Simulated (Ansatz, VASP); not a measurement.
# Two plane-wave programs on MgZn2S3

INCAR

```
SYSTEM = MgZn2S3
ALGO = Normal
EDIFF = 1E-7
ENCUT = 520
GGA = PE
ISIF = 2
ISMEAR = 0
LASPH = .True.
LCHARG = .False.
LREAL = .False.
LWAVE = .False.
NBANDS = 56
NELM = 60
PREC = Accurate
SIGMA = 0.1
```

KPOINTS

```
k-points
0
Gamma
  3 3 4
  0 0 0
```

The input POSCAR:

```
MgZn2S3
1.0
    6.6486577500      0.0000000000      0.0000000000
   -3.3243288700      5.7579065100      0.0000000000
    0.0000000000      0.0000000000      6.1197879900
Mg Zn S
2 4 6
Direct
    0.6666666700      0.3333333300      0.9957548400
    0.3333333300      0.6666666700      0.9957548400
    0.3333333300      0.0000000000      0.4957548400
    0.0000000000      0.3333333300      0.4957548400
    0.6666666700      0.6666666700      0.4957548400
    0.0000000000      0.0000000000      0.9957548400
    0.0000000000      0.0000000000      0.3792441500
    0.6666666700      0.3333333300      0.3792441500
    0.3333333300      0.6666666700      0.3792441500
    0.3333333300      0.0000000000      0.8792441500
    0.0000000000      0.3333333300      0.8792441500
    0.6666666700      0.6666666700      0.8792441500
```

Input for Ansatz:

```yaml
crystal:
  lattice:
    - [6.64865775, 0.0, 0.0]
    - [-3.32432887, 5.75790651, 0.0]
    - [0.0, 0.0, 6.11978799]
  atoms:
    - { symbol: Mg, position: [0.66666667, 0.33333333, 0.99575484] }
    - { symbol: Mg, position: [0.33333333, 0.66666667, 0.99575484] }
    - { symbol: Zn, position: [0.33333333, 0.0, 0.49575484] }
    - { symbol: Zn, position: [0.0, 0.33333333, 0.49575484] }
    - { symbol: Zn, position: [0.66666667, 0.66666667, 0.49575484] }
    - { symbol: Zn, position: [0.0, 0.0, 0.99575484] }
    - { symbol: S, position: [0.0, 0.0, 0.37924415] }
    - { symbol: S, position: [0.66666667, 0.33333333, 0.37924415] }
    - { symbol: S, position: [0.33333333, 0.66666667, 0.37924415] }
    - { symbol: S, position: [0.33333333, 0.0, 0.87924415] }
    - { symbol: S, position: [0.0, 0.33333333, 0.87924415] }
    - { symbol: S, position: [0.66666667, 0.66666667, 0.87924415] }
basis:
  ecutwfc: 420
kpoints:
  mp_grid: { grid: [3, 3, 4] }
hamiltonian:
  xc: pbe
scf:
  occupations: { method: gaussian, width: 0.1 }
  lower_state_search: "off"
output:
  forces: true
  stress: true
  eigenvalues: true
```

Alike in both runs: task single point; functional PBE; k mesh 3 × 3 × 4; occupations gaussian, width 0.1 eV; no spin polarisation.

```csv
,VASP,Ansatz
version,VASP 6.6.1,Ansatz 0.2.0
potentials or method,"VASP PAW PBE potentials, release 64 (Mg, Zn, S), cutoff 520 eV","scalar-relativistic, plane waves, PAW"
valence electrons in the cell,88,104
```

```tsv
	VASP	Ansatz	Ansatz less VASP
gap on the k mesh at the Fermi level (eV)	2.63	2.63	-0.003
least direct gap on the mesh (eV)	2.63	2.63	-0.003
pressure (GPa)	6.2	6.2	-0.08
traceless stress, the component that is largest in VASP (GPa)	0.55	0.55	+0.004
rms of the force components (eV/Å)	0.295	0.302	+0.0073
```

Atom by atom the forces differ by 0.008 eV/Å (rms over components). VASP's potentials hold 88 valence electrons a cell and Ansatz's 104, so a difference there can come from the potentials and not from the codes.
